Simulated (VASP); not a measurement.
Ag:

```xyz
1
Lattice="0.0000 2.0431 2.0431 2.0431 0.0000 2.0431 2.0431 2.0431 0.0000" Properties=species:S:1:pos:R:3 pbc="T T T"
Ag    0.0000    0.0000    0.0000
```

Base run:

```yaml
Program: VASP 6.6.1
Functional: PBEsol
Potentials_or_basis: VASP PAW PBE potentials, release 64 (Ag)
Cutoff: 520 eV
k_mesh: 15 × 15 × 15
Occupations: fermi-dirac, width 0.03 eV
Spin: no spin polarisation
```

Its results: pressure -2.9 GPa.

**Question.** The run is repeated on the same cell with these changes: functional from PBEsol to r2SCAN. What comes out?

**Answer.** Pressure 1.5 GPa.

Caveats: the PAW data sets were made with another functional, which shifts forces and pressure a little.
